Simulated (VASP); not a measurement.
Set up this calculation in VASP 6.6.1, as the native input.

| Item | Value |
| --- | --- |
| Task | relaxation of cell and atoms |
| Functional | PBEsol |
| Dispersion | D4 |
| Potentials or basis | VASP PAW PBE potentials, release 64 (Ti_sv, B) |
| Cutoff | 600 eV |
| k mesh | 10 × 10 × 8 |
| Occupations | fermi-dirac, width 0.05 eV |
| Spin | no spin polarisation |
| Dipole correction | no |
| Further INCAR settings | ALGO = Normal; EDIFF = 1e-07; IBRION = 2; EDIFFG = -0.01; NSW = 60; ISIF = 3 |

The structure of TiB2 lies in POSCAR:

```
TiB2
1.0
    3.0292000000      0.0000000000      0.0000000000
   -1.5146000000      2.6233641531      0.0000000000
    0.0000000000      0.0000000000      3.2284000000
Ti B
1 2
Direct
    0.0000000000      0.0000000000      0.0000000000
    0.6666666667      0.3333333333      0.5000000000
    0.3333333333      0.6666666667      0.5000000000
```

One way to write it, as run:

INCAR

```
SYSTEM = TiB2
PREC     = Accurate       ! precision mode
ENCUT    = 600            ! plane-wave cutoff, eV
EDIFF    = 1E-7           ! SCF threshold, eV
ISMEAR   = -1             ! smearing method
SIGMA    = 0.05           ! smearing width, eV
LREAL    = .False.        ! projectors in reciprocal space
LASPH    = .True.         ! aspherical terms in the spheres
NELM     = 100            ! most SCF steps
ALGO     = Normal         ! electronic algorithm
ISIF     = 3              ! what is computed and relaxed
LWAVE    = .False.        ! write WAVECAR
LCHARG   = .False.        ! write CHGCAR
GGA      = PS             ! functional
IVDW     = 13             ! dispersion correction
IBRION   = 2              ! ionic algorithm
NSW      = 60             ! ionic steps
EDIFFG   = -0.01          ! ionic threshold
```

KPOINTS

```
Automatic mesh
0
Gamma
  10 10 8
  0 0 0
```

Potentials or basis: VASP PAW PBE potentials, release 64 (Ti_sv, B).

Run with:

```bash
$ cat potpaw_PBE.64/Ti_sv/POTCAR potpaw_PBE.64/B/POTCAR > POTCAR
$ mpirun -np 1 vasp_std > vasp.out
```

It gave:

The relaxed volume is 8.24 Å³/atom. The relaxed cell is a = 3.005 Å, b = 3.005 Å, c = 3.161 Å, α = 90.00°, β = 90.00°, γ = 120.00°, the space group after relaxing (to 0.1 Å) is P6/mmm (No. 191) and the energy gained by relaxing is 9.7 meV/atom. The ionic steps are 4, the pressure after relaxing is 0.0 GPa and the band gap on the k mesh is zero (bands 9 and 10 overlap by 0.79 eV). The dispersion energy per atom is -0.206 eV.

Caveat: the PAW data sets were made with another functional, which shifts forces and pressure a little.

Run time: 53 s on 1 thread of AMD EPYC 9R45 96-Core Processor (Zen 5), with other jobs on the host, peak memory 0.14 GiB.
